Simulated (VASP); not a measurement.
# Lu (Fd-3m) in VASP: single point with PBEsol

Aim: the single point of Lu with PBEsol.

Program: VASP 6.6.1. These are calculated values, not measurements. Logs are shortened: lines on timing, memory, paths and dates and some standing lists are left out, and cuts for length are marked.

**1. The cell of the first run**

Symmetry: Fd-3m, No. 227, cubic system. Conventional cell: a = 6.862 Å, b = 6.862 Å, c = 6.862 Å, α = 90.00°, β = 90.00°, γ = 90.00°. Within 3.9 Å of Lu (site symmetry -43m) lie 4 Lu at 2.97 Å.

**2. Single point, PBEsol (volume scaled by 0.88)**

Contents of INCAR:

```
SYSTEM = Lu
ALGO     = Normal         ! electronic algorithm
EDIFF    = 1E-6           ! SCF threshold, eV
ENCUT    = 520            ! plane-wave cutoff, eV
GGA      = PS             ! functional
ISIF     = 2              ! what is computed and relaxed
ISMEAR   = -1             ! smearing method
LASPH    = .True.         ! aspherical terms in the spheres
LCHARG   = .True.         ! write CHGCAR
LELF     = .True.         ! ELF
LREAL    = .False.        ! projectors in reciprocal space
LVHAR    = .True.       
LWAVE    = .False.        ! write WAVECAR
NBANDS   = 32             ! bands
NELM     = 60             ! most SCF steps
PREC     = Accurate       ! precision mode
SIGMA    = 0.05           ! smearing width, eV
```

Contents of KPOINTS:

```
k-points
0
Gamma
  10 10 10
  0 0 0
```

Contents of POSCAR:

```
Lu
1.0
    0.0000000000      3.4309612971      3.4309612971
    3.4309612971      0.0000000000      3.4309612971
    3.4309612971      3.4309612971      0.0000000000
Lu
2
Direct
   -0.1250000000     -0.1250000000     -0.1250000000
    0.1250000000      0.1250000000      0.1250000000
```

Potentials or basis: VASP PAW PBE potentials, release 64 (Lu).

Run with:

```
$ cat potpaw_PBE.64/Lu/POTCAR > POTCAR
$ mpirun -np 1 vasp_std > vasp.out
```

OUTCAR:

```text
SYSTEM = Lu
   EDIFF = 1E-6
   ENCUT = 520
   GGA = PS
   ISIF = 2
   ISMEAR = -1
   LASPH = .True.
   LREAL = .False.
   NELM = 60
   PREC = Accurate

 ion  position               nearest neighbor table
   1  0.875  0.875  0.875-   2 2.97   2 2.97   2 2.97   2 2.97
   2  0.125  0.125  0.125-   1 2.97   1 2.97   1 2.97   1 2.97

  LATTYP: Found a face centered cubic cell.
 ALAT       =     6.8619225942

  Lattice vectors:

 A1 = (   0.0000000000,   3.4309612971,   3.4309612971)
 A2 = (   3.4309612971,   0.0000000000,   3.4309612971)
 A3 = (   3.4309612971,   3.4309612971,   0.0000000000)

Analysis of symmetry for initial positions (statically):
=====================================================================
 Subroutine PRICEL returns:
 Original cell was already a primitive cell.

 Routine SETGRP: Setting up the symmetry group for a
 face centered cubic supercell.

 Subroutine GETGRP returns: Found 48 space group operations
 (whereof 12 operations were pure point group operations)
 out of a pool of 48 trial point group operations.

The static configuration has the point symmetry D_3d.
 The point group associated with its full space group is O_h .

Analysis of symmetry for dynamics (positions and initial velocities):
=====================================================================
 Subroutine PRICEL returns:
 Original cell was already a primitive cell.

 Routine SETGRP: Setting up the symmetry group for a
 face centered cubic supercell.

 Subroutine GETGRP returns: Found 48 space group operations
 (whereof 12 operations were pure point group operations)
 out of a pool of 48 trial point group operations.

The dynamic configuration has the point symmetry D_3d.
 The point group associated with its full space group is O_h .

 Subroutine INISYM returns: Found 48 space group operations
 (whereof 12 operations are pure point group operations),
 and found     1 'primitive' translations

----------------------------------------------------------------------------------------

                                     Primitive cell

  volume of cell :      80.7751

  direct lattice vectors                    reciprocal lattice vectors
     0.000000000  3.430961297  3.430961297    -0.145731752  0.145731752  0.145731752
     3.430961297  0.000000000  3.430961297     0.145731752 -0.145731752  0.145731752
     3.430961297  3.430961297  0.000000000     0.145731752  0.145731752 -0.145731752

  length of vectors
     4.852111998  4.852111998  4.852111998     0.252414798  0.252414798  0.252414798
[... 78 lines left out ...]
   LASPH  =      T    aspherical Exc in radial PAW
   ENCUT  =  520.0 eV  38.22 Ry    6.18 a.u.   9.02  9.02  9.02*2*pi/ulx,y,z
   NELM   =     60;   NELMIN=  2; NELMDL= -5     # of ELM steps
   EDIFF  = 0.1E-05   stopping-criterion for ELM
   LREAL  =      F    real-space projection
   EDIFFG = 0.1E-04   stopping-criterion for IOM
   NSW    =      0    number of steps for IOM
   IBRION =     -1    ionic relax: 0-MD 1-quasi-New 2-CG
   NFREE  =      0    steps in history (QN), initial steepest desc. (CG)
   ISIF   =      2    stress and relaxation
   ISYM   =      2    0-nonsym 1-usesym 2-fastsym
   POTIM  = 0.5000    time-step for ionic-motion
   TEBEG  =    0.0;   TEEND  =   0.0 temperature during run
   PSTRESS=    0.0 pullay stress
   NELECT =      50.0000    total number of electrons
   NUPDOWN=      -1.0000    fix difference up-down
   EMIN   =  10.00;   EMAX   =-10.00  energy-range for DOS
   EFERMI =   0.00;   METHOD = LEGACY
   ISMEAR =    -1;   SIGMA  =   0.05  broadening in eV -4-tet -1-fermi 0-gaus
   EFERMI_NEDOS =   21; number of points for ismear=-14 and -15
   IALGO  =     38    algorithm
   IMIX   =      4    mixing-type and parameters
     AMIX     =   0.40;   BMIX     =  1.00
     AMIX_MAG =   1.60;   BMIX_MAG =  1.00
  volume/ion in A,a.u.               =      40.39       272.55
  Fermi-wavevector in a.u.,A,eV,Ry     =   1.395208  2.636561 26.485181  1.946606
  Thomas-Fermi vector in A             =   2.518682
   LORBIT       =      0    0 simple, 1 ext, 2 COOP (PROOUT), +10 PAW based schemes
   GGA     = PS    functional components
   LHFCALC =     F    Hartree Fock is set to
   AEXX    =    0.0000 exact exchange contribution
   IVDW    =     0    specifies the selected vdW correction
   LEPSILON=     F    determine dielectric tensor
   LRPA    =     F    only Hartree local field effects (RPA)
 non-spin polarized calculation
  energy-cutoff  :      520.00
  volume of cell :       80.78
 maximum number of plane-waves:      2200
   NGX = 17   NGY = 17   NGZ = 17

 number of electron      50.0000025 magnetization

 Free energy of the ion-electron system (eV)
  ---------------------------------------------------
  ext. energy  EPLUGINS =         0.00000000
  ---------------------------------------------------
  free energy    TOTEN  =        -5.64036167 eV

  energy without entropy =       -5.60750122  energy(sigma->0) =       -5.62393145

 E-fermi :   0.4381     XC(G=0):  -9.0979

 val. band max:        0.4289634029   @ k =  -0.3000   0.3000   0.1000
 cond. band min:       0.4602007658   @ k =   0.4000   0.1000   0.0000
 fundamental gap:      0.0312373629
 Fermi energy:         0.4381293941

 k-point     1 :       0.0000    0.0000    0.0000
  band No.  band energies     occupation
      1     -56.4570      2.00000
      2     -56.3235      2.00000
      3     -27.3141      2.00000
      4     -27.3141      2.00000
      5     -27.3141      2.00000
      6     -26.7997      2.00000
[... 829 lines left out ...]
     31       3.1848      0.00000
     32       4.4107      0.00000

 [... further k-points ...]

------------------------ aborting loop because EDIFF is reached ----------------------------------------

  FORCE on cell =-STRESS in cart. coord.  units (eV):
  Direction    XX          YY          ZZ          XY          YZ          ZX
  --------------------------------------------------------------------------------------
  -------------------------------------------------------------------------------------
  Total        0.7508087      0.7508087      0.7508087     -0.0000000     -0.0000000      0.0000000
  in kB       14.8923216     14.8923216     14.8923216     -0.0000000     -0.0000000      0.0000000
  external PRESSURE =      14.8923216 kB  Pullay stress =       0.0000000 kB

 VOLUME and BASIS-vectors are now :
 -----------------------------------------------------------------------------
  energy-cutoff  :      520.00
  volume of cell :       80.78
      direct lattice vectors                 reciprocal lattice vectors
     0.000000000  3.430961297  3.430961297    -0.145731752  0.145731752  0.145731752
     3.430961297  0.000000000  3.430961297     0.145731752 -0.145731752  0.145731752
     3.430961297  3.430961297  0.000000000     0.145731752  0.145731752 -0.145731752

 POSITION                                       TOTAL-FORCE (eV/Angst)
 -----------------------------------------------------------------------------------
      6.00418      6.00418      6.00418         0.000000     -0.000000      0.000000
      0.85774      0.85774      0.85774        -0.000000      0.000000     -0.000000
 -----------------------------------------------------------------------------------
    total drift:                                0.000000      0.000000      0.000000

  FREE ENERGIE OF THE ION-ELECTRON SYSTEM (eV)
  ---------------------------------------------------
  free  energy   TOTEN  =        -5.6403616732 eV

  energy  without entropy=       -5.6075012246  energy(sigma->0) =       -5.62393145
```

OSZICAR:

```text
N       E                     dE             d eps       ncg     rms          rms(c)
DAV:   1     0.290106064146E+03    0.29011E+03   -0.19706E+04  4272   0.504E+03
DAV:   2     0.309865883676E+02   -0.25912E+03   -0.24990E+03  3304   0.586E+02
DAV:   3    -0.163509860412E+01   -0.32622E+02   -0.31692E+02  4320   0.127E+02
DAV:   4    -0.559181605075E+01   -0.39567E+01   -0.38104E+01  4504   0.298E+01
DAV:   5    -0.574368063921E+01   -0.15186E+00   -0.15121E+00  4672   0.575E+00    0.306E+00
DAV:   6    -0.564689204974E+01    0.96789E-01   -0.40915E-01  5072   0.687E+00    0.112E+00
DAV:   7    -0.563947103882E+01    0.74210E-02   -0.55203E-02  4904   0.119E+00    0.288E-01
DAV:   8    -0.563981000060E+01   -0.33896E-03   -0.57660E-03  4864   0.613E-01    0.133E-01
DAV:   9    -0.564036342392E+01   -0.55342E-03   -0.12320E-03  5128   0.189E-01    0.350E-02
DAV:  10    -0.564036071297E+01    0.27110E-05   -0.27076E-04  4384   0.140E-01    0.906E-03
DAV:  11    -0.564036242140E+01   -0.17084E-05   -0.13306E-05  4072   0.297E-02    0.625E-03
DAV:  12    -0.564036167324E+01    0.74816E-06   -0.16149E-06  2392   0.145E-02
   1 F= -.56403617E+01 E0= -.56239314E+01  d E =-.328604E-01
```

stdout:

```text
POSCAR found type information on POSCAR Lu
 POSCAR found :  1 types and       2 ions
 scaLAPACK will be used
 -----------------------------------------------------------------------------
|                                                                             |
|                                                                             |
|     You enforced a specific xc type in the INCAR file but a different       |
|     I HOPE YOU KNOW WHAT YOU ARE DOING!                                     |
|                                                                             |
 -----------------------------------------------------------------------------

 LDA part: xc-table for (Slater+PW92), standard interpolation
 POSCAR, INCAR and KPOINTS ok, starting setup
 FFT: planning ... GRIDC
 FFT: planning ... GRID_SOFT
 FFT: planning ... GRID
 WAVECAR not read
 entering main loop
```

It took 81 s on 1 thread of Intel Xeon Platinum 8488C (Sapphire Rapids), shared host; peak memory 0.26 GiB.

Results:

* Free energy: -5.6404 eV
* Pressure: 1.5 GPa
* Band gap on the k mesh: zero (band 25 reaches 1.09 eV, above the bottom of band 26 at -0.39 eV)

Levels at points of the mesh, in eV from the Fermi level:
```tsv
k point	band 23	band 24	band 25	band 26	band 27	band 28
(0.00, 0.00, 0.00)	-4.74	0.25	0.25	0.64	0.64	0.64
(0.50, 0.00, 0.00)	-2.79	-0.87	0.19	0.19	0.42	0.81
(0.50, 0.50, 0.00)	-1.16	-1.16	-0.79	-0.79	0.98	0.98
```

Caveat: the PAW data sets were made with another functional, which shifts forces and pressure a little; spin-orbit coupling is left out, which moves the levels of the heavy elements.
